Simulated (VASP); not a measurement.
# ScICl2 (P6/mmm) in VASP: density of states with PBE

Aim: the density of states of ScICl2 with PBE.

All numbers are computed with VASP 6.6.1; they aren't measurements. Logs are shortened: lines on timing, memory, paths and dates and some standing lists are left out, and cuts for length are marked.

## 1. The cell of the first run

Symmetry: P6/mmm, No. 191, hexagonal system. Conventional cell: a = 3.666 Å, b = 3.666 Å, c = 13.871 Å, α = 90.00°, β = 90.00°, γ = 120.00°. Sc (site symmetry 6/mmm) has 2 Cl at 2.27 Å within 3.0 Å. I (site symmetry 6/mmm) has 6 I at 3.67 Å and 2 Cl at 4.67 Å within 4.8 Å. Within 3.0 Å of Cl (site symmetry 6mm) lie 1 Sc at 2.27 Å.

## 2. Density of states, PBE

POSCAR

```
ScICl2
1.0
    3.6664609997      0.0000000000      0.0000000000
   -1.8332304999      3.1752483677      0.0000000000
    0.0000000000      0.0000000000     13.8705147513
Sc I Cl
1 1 2
Direct
    0.0000000000      0.0000000000      0.5000000000
    0.0000000000      0.0000000000      0.0000000000
    0.0000000000      0.0000000000      0.3366364989
    0.0000000000      0.0000000000      0.6633635011
```

INCAR.step1

```
PREC = Accurate
ENCUT = 520
EDIFF = 1E-6
ISMEAR = 0
SIGMA = 0.1
LREAL = F
LASPH = T
NELM = 100
ALGO = Normal
ISIF = 2
LWAVE = F
LCHARG = T
LMAXMIX = 4
GGA = PE
NBANDS = 24
```

KPOINTS.step1

```
regular mesh
0
Gamma
  15 15 4
```

INCAR.step2

```
PREC = Accurate
ENCUT = 520
EDIFF = 1E-6
ISMEAR = -5
SIGMA = 0.1
LREAL = F
LASPH = T
NELM = 100
ALGO = Normal
ISIF = 2
LWAVE = F
LCHARG = F
LMAXMIX = 4
GGA = PE
LORBIT = 11
NEDOS = 2001
ICHARG = 11
```

KPOINTS.step2

```
regular mesh
0
Gamma
  23 23 6
```

Potentials or basis: VASP PAW PBE potentials, release 64 (Sc_sv, I, Cl).

The run is started by

```sh
cat potpaw_PBE.64/Sc_sv/POTCAR potpaw_PBE.64/I/POTCAR potpaw_PBE.64/Cl/POTCAR > POTCAR
cp INCAR.step1 INCAR
cp KPOINTS.step1 KPOINTS
mpirun -np 1 vasp_std > vasp.out
cp INCAR.step2 INCAR
cp KPOINTS.step2 KPOINTS
mpirun -np 1 vasp_std > vasp.out
```

OUTCAR:

```text
PREC = Accurate
   ENCUT = 520
   EDIFF = 1E-6
   ISMEAR = -5
   LREAL = F
   LASPH = T
   NELM = 100
   ISIF = 2
   GGA = PE
   LORBIT = 11
   ICHARG = 11

 ion  position               nearest neighbor table
   1  0.000  0.000  0.500-   3 2.27   4 2.27
   2  0.000  0.000  0.000-
   3  0.000  0.000  0.337-   1 2.27
   4  0.000  0.000  0.663-   1 2.27

  LATTYP: Found a hexagonal cell.
 ALAT       =     3.6664609997
 C/A-ratio  =     3.7830798561

  Lattice vectors:

 A1 = (   3.6664609997,   0.0000000000,   0.0000000000)
 A2 = (  -1.8332304999,   3.1752483677,   0.0000000000)
 A3 = (   0.0000000000,   0.0000000000,  13.8705147513)

Analysis of symmetry for initial positions (statically):
=====================================================================
 Subroutine PRICEL returns:
 Original cell was already a primitive cell.

 Routine SETGRP: Setting up the symmetry group for a
 hexagonal supercell.

 Subroutine GETGRP returns: Found 24 space group operations
 (whereof 24 operations were pure point group operations)
 out of a pool of 24 trial point group operations.

The static configuration has the point symmetry D_6h.

Analysis of symmetry for dynamics (positions and initial velocities):
=====================================================================
 Subroutine PRICEL returns:
 Original cell was already a primitive cell.

 Routine SETGRP: Setting up the symmetry group for a
 hexagonal supercell.

 Subroutine GETGRP returns: Found 24 space group operations
 (whereof 24 operations were pure point group operations)
 out of a pool of 24 trial point group operations.

The dynamic configuration has the point symmetry D_6h.

 Subroutine INISYM returns: Found 24 space group operations
 (whereof 24 operations are pure point group operations),
 and found     1 'primitive' translations

----------------------------------------------------------------------------------------

                                     Primitive cell

  volume of cell :     161.4795

  direct lattice vectors                    reciprocal lattice vectors
     3.666461000  0.000000000  0.000000000     0.272742571  0.157467997  0.000000000
    -1.833230500  3.175248368  0.000000000     0.000000000  0.314935994  0.000000000
     0.000000000  0.000000000 13.870514751     0.000000000  0.000000000  0.072095378

  length of vectors
     3.666461000  3.666461000 13.870514751     0.314935994  0.314935994  0.072095378

  position of ions in fractional coordinates (direct lattice)
     0.000000000  0.000000000  0.500000000
     0.000000000  0.000000000  0.000000000
     0.000000000  0.000000000  0.336636499
     0.000000000  0.000000000  0.663363501

  ion indices of the primitive-cell ions
   primitive index   ion index
                 1           1
                 2           2
                 3           3
                 4           4

----------------------------------------------------------------------------------------

 KPOINTS: regular mesh

Automatic generation of k-mesh.
 Grid dimensions read from file:
 generate k-points for:   23   23    6

 Generating k-lattice:

  Cartesian coordinates                     Fractional coordinates (reciprocal lattice)
     0.011858373  0.006846435  0.000000000     0.043478261  0.000000000  0.000000000
     0.000000000  0.013692869  0.000000000     0.000000000  0.043478261  0.000000000
     0.000000000  0.000000000  0.012015896     0.000000000  0.000000000  0.166666667

  Length of vectors
     0.013692869  0.013692869  0.012015896

  Shift w.r.t. Gamma in fractional coordinates (k-lattice)
     0.000000000  0.000000000  0.000000000

 TETIRR: Found   3243 inequivalent tetrahedra from    19044

 Subroutine IBZKPT returns following result:
 ===========================================

 Found    224 irreducible k-points:

 Following reciprocal coordinates:
            Coordinates               Weight
  0.000000  0.000000  0.000000      1.000000
  0.043478 -0.000000  0.000000      6.000000
  0.086957 -0.000000  0.000000      6.000000
  0.130435 -0.000000  0.000000      6.000000
  0.173913 -0.000000  0.000000      6.000000
  0.217391 -0.000000  0.000000      6.000000
[... 16 lines left out ...]
  0.478261  0.043478  0.000000      6.000000
  0.086957  0.086957  0.000000      6.000000
 [... further k-points ...]
   k-points           NKPTS =    224   k-points in BZ     NKDIM =    224   number of bands    NBANDS=     20
   number of dos      NEDOS =   2001   number of ions     NIONS =      4
   total plane-waves  NPLWV =  84672
   dimension x,y,z NGX =    28 NGY =   28 NGZ =  108
   dimension x,y,z NGXF=    56 NGYF=   56 NGZF=  216
   ions per type =               1   1   2
   NGX,Y,Z   is equivalent  to a cutoff of  12.70, 12.70, 12.94 a.u.
   NGXF,Y,Z  is equivalent  to a cutoff of  25.39, 25.39, 25.89 a.u.
 SYSTEM =  unknown system
   PREC   = accura    normal or accurate (medium, high low for compatibility)
   ISTART =      0    job   : 0-new  1-cont  2-samecut
   ICHARG =     11    charge: 1-file 2-atom 10-const
   ISPIN  =      1    spin polarized calculation?
   LNONCOLLINEAR =      F non collinear calculations
   LSORBIT =      F    spin-orbit coupling
   LASPH  =      T    aspherical Exc in radial PAW
   ENCUT  =  520.0 eV  38.22 Ry    6.18 a.u.   6.82  6.82 25.79*2*pi/ulx,y,z
   NELM   =    100;   NELMIN=  2; NELMDL=  0     # of ELM steps
   EDIFF  = 0.1E-05   stopping-criterion for ELM
   LREAL  =      F    real-space projection
   EDIFFG = 0.1E-04   stopping-criterion for IOM
   NSW    =      0    number of steps for IOM
   IBRION =     -1    ionic relax: 0-MD 1-quasi-New 2-CG
   NFREE  =      0    steps in history (QN), initial steepest desc. (CG)
   ISIF   =      2    stress and relaxation
   ISYM   =      2    0-nonsym 1-usesym 2-fastsym
   POTIM  = 0.5000    time-step for ionic-motion
   TEBEG  =    0.0;   TEEND  =   0.0 temperature during run
   PSTRESS=    0.0 pullay stress
   NELECT =      32.0000    total number of electrons
   NUPDOWN=      -1.0000    fix difference up-down
   EMIN   =  10.00;   EMAX   =-10.00  energy-range for DOS
   EFERMI =   0.00;   METHOD = LEGACY
   ISMEAR =    -5;   SIGMA  =   0.10  broadening in eV -4-tet -1-fermi 0-gaus
   EFERMI_NEDOS =   21; number of points for ismear=-14 and -15
   IALGO  =     38    algorithm
   IMIX   =      4    mixing-type and parameters
     AMIX     =   0.40;   BMIX     =  1.00
     AMIX_MAG =   1.60;   BMIX_MAG =  1.00
  volume/ion in A,a.u.               =      40.37       272.43
  Fermi-wavevector in a.u.,A,eV,Ry     =   0.954448  1.803646 12.394519  0.910971
  Thomas-Fermi vector in A             =   2.083196
   LORBIT       =     11    0 simple, 1 ext, 2 COOP (PROOUT), +10 PAW based schemes
   GGA     = PE    functional components
   LHFCALC =     F    Hartree Fock is set to
   AEXX    =    0.0000 exact exchange contribution
   IVDW    =     0    specifies the selected vdW correction
   LEPSILON=     F    determine dielectric tensor
   LRPA    =     F    only Hartree local field effects (RPA)
 non-spin polarized calculation
 Fermi weights with tetrahedron method with Bloechl corrections
  energy-cutoff  :      520.00
  volume of cell :      161.48
 maximum number of plane-waves:      4380
 NGX is ok and might be reduce to    28

 number of electron      32.0000003 magnetization

 Free energy of the ion-electron system (eV)
  ---------------------------------------------------
  ext. energy  EPLUGINS =         0.00000000
  ---------------------------------------------------
  free energy    TOTEN  =       -14.29985478 eV

  energy without entropy =      -14.29985478  energy(sigma->0) =      -14.29985478

 E-fermi :  -0.3087     XC(G=0):  -7.0508

 val. band max:       -0.3234220411   @ k =   0.4783  -0.0000   0.0000
 cond. band min:      -0.3490663900   @ k =   0.2174   0.1304   0.5000
 fundamental gap:     -0.0256443489
 Fermi energy:        -0.3087157893

 k-point     1 :       0.0000    0.0000    0.0000
  band No.  band energies     occupation
      1     -50.1197      2.00000
      2     -28.8491      2.00000
      3     -28.8491      2.00000
      4     -28.5388      2.00000
      5     -14.7117      2.00000
      6     -14.3806      2.00000
[... 12 lines left out ...]
     19       1.1109      0.00000
     20       2.7737      0.00000

 k-point     2 :       0.0435   -0.0000    0.0000
  band No.  band energies     occupation
      1     -50.1196      2.00000
      2     -28.8507      2.00000
      3     -28.8495      2.00000
      4     -28.5385      2.00000
      5     -14.7060      2.00000
      6     -14.3750      2.00000
[... 12 lines left out ...]
     19       1.1309      0.00000
     20       2.7634      0.00000

 k-point     3 :       0.0870   -0.0000    0.0000
  band No.  band energies     occupation
      1     -50.1191      2.00000
      2     -28.8554      2.00000
      3     -28.8507      2.00000
      4     -28.5378      2.00000
      5     -14.6892      2.00000
      6     -14.3586      2.00000
[... 12 lines left out ...]
     19       1.1897      0.00000
     20       2.7031      0.00000

 k-point     4 :       0.1304   -0.0000    0.0000
  band No.  band energies     occupation
      1     -50.1184      2.00000
      2     -28.8629      2.00000
      3     -28.8525      2.00000
      4     -28.5367      2.00000
      5     -14.6624      2.00000
      6     -14.3322      2.00000
[... 429 lines left out ...]
 k-point    23 :       0.4783    0.0435    0.0000
  band No.  band energies     occupation
      1     -50.1114      2.00000
      2     -28.9350      2.00000
      3     -28.8714      2.00000
      4     -28.5260      2.00000
      5     -14.3835      2.00000
      6     -14.0558      2.00000
[... 12 lines left out ...]
     19       1.9651      0.00000
     20       2.5899      0.00000

 k-point    24 :       0.0870    0.0870    0.0000
  band No.  band energies     occupation
      1     -50.1180      2.00000
      2     -28.8668      2.00000
      3     -28.8539      2.00000
      4     -28.5361      2.00000
      5     -14.6470      2.00000
      6     -14.3170      2.00000
[... 12 lines left out ...]
     19       1.3478      0.00000
     20       2.5856      0.00000

 [... further k-points ...]

------------------------ aborting loop because EDIFF is reached ----------------------------------------

  FORCE on cell =-STRESS in cart. coord.  units (eV):
  Direction    XX          YY          ZZ          XY          YZ          ZX
  --------------------------------------------------------------------------------------
  -------------------------------------------------------------------------------------
  Total        0.0044354      0.0044354      0.2060128     -0.0000000     -0.0000000      0.0000000
  in kB        0.0440070      0.0440070      2.0440304     -0.0000000     -0.0000000      0.0000000
  external PRESSURE =       0.7106815 kB  Pullay stress =       0.0000000 kB

 VOLUME and BASIS-vectors are now :
 -----------------------------------------------------------------------------
  energy-cutoff  :      520.00
  volume of cell :      161.48
      direct lattice vectors                 reciprocal lattice vectors
     3.666461000  0.000000000  0.000000000     0.272742571  0.157467997  0.000000000
    -1.833230500  3.175248368  0.000000000     0.000000000  0.314935994  0.000000000
     0.000000000  0.000000000 13.870514751     0.000000000  0.000000000  0.072095378

 POSITION                                       TOTAL-FORCE (eV/Angst)
 -----------------------------------------------------------------------------------
      0.00000      0.00000      6.93526         0.000000      0.000000      0.000000
      0.00000      0.00000      0.00000         0.000000      0.000000      0.000000
      0.00000      0.00000      4.66932        -0.000000     -0.000000     -0.046539
      0.00000      0.00000      9.20119         0.000000      0.000000      0.046539
 -----------------------------------------------------------------------------------
    total drift:                                0.000000     -0.000000      0.000000

  FREE ENERGIE OF THE ION-ELECTRON SYSTEM (eV)
  ---------------------------------------------------
  free  energy   TOTEN  =       -14.2998547788 eV

  energy  without entropy=      -14.2998547788  energy(sigma->0) =      -14.29985478

 total charge

# of ion       s       p       d       tot
------------------------------------------
    1        2.236   6.150   1.030   9.416
    2        1.541   2.590   0.010   4.141
    3        1.610   3.509   0.000   5.119
    4        1.610   3.509   0.000   5.119
--------------------------------------------------
tot          6.997  15.758   1.041  23.796
```

It took 25 min on 1 thread of AMD EPYC 7R13 (Zen 3), shared host; peak memory 0.81 GiB.

What came out:

| Property | Result |
| --- | --- |
| Valence electrons inside the program's atomic spheres | Sc 9.42; I 4.14; Cl 5.12 |

Caveat: spin-orbit coupling is left out, which moves the levels of the heavy elements; this functional lacks dispersion, which binds the layers, so the pressure and a relaxed spacing across them are unreliable; tetrahedron occupations give inexact forces and stress in metals.
